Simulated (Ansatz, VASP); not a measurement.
# Two plane-wave programs on BN

INCAR

```
PREC = Accurate ; ENCUT = 600
EDIFF = 1E-6 ; ISMEAR = -1
SIGMA = 0.5 ; LREAL = F
LASPH = T ; NELM = 120
ALGO = Normal ; ISIF = 2
LWAVE = F ; LCHARG = F
GGA = PS ; NBANDS = 11
GGA_COMPAT = F
```

The input KPOINTS:

```
Automatic mesh
0
Gamma
  8 8 8
```

POSCAR

```
BN
1.0
    0.0000000000      1.8048254535      1.8048254535
    1.8048254535      0.0000000000      1.8048254535
    1.8048254535      1.8048254535      0.0000000000
B N
1 1
Direct
    0.0000000000      0.0000000000      0.0000000000
    0.2500000000      0.2500000000      0.2500000000
```

Input for Ansatz:

```yaml
crystal:
  lattice:
    - [0.0, 1.8048254535, 1.8048254535]
    - [1.8048254535, 0.0, 1.8048254535]
    - [1.8048254535, 1.8048254535, 0.0]
  atoms:
    - { symbol: B, position: [0.0, 0.0, 0.0] }
    - { symbol: "N", position: [0.25, 0.25, 0.25] }
kpoints:
  mp_grid: { grid: [8, 8, 8] }
hamiltonian:
  xc: pbesol
scf:
  occupations: { method: fermi_dirac, width: 0.5 }
  n_extra_bands: 4
output:
  forces: true
  stress: true
  eigenvalues: true
```

Alike in both runs: task single point; functional PBEsol; k mesh 8 × 8 × 8; occupations fermi-dirac, width 0.5 eV; no spin polarisation.

|  | VASP | Ansatz |
| --- | --- | --- |
| version | VASP 6.6.1 | Ansatz 0.2.0 |
| potentials or method | VASP PAW PBE potentials, release 64 (B, N) | plane waves |
| plane-wave cutoff (eV) | 600 | 420 |
| valence electrons in the cell | 8 | 8 |

|  | VASP | Ansatz | Ansatz less VASP |
| --- | --- | --- | --- |
| pressure (GPa) | -0.9 | -1.2 | -0.33 |

VASP's potentials were made for PBE, not for PBEsol.
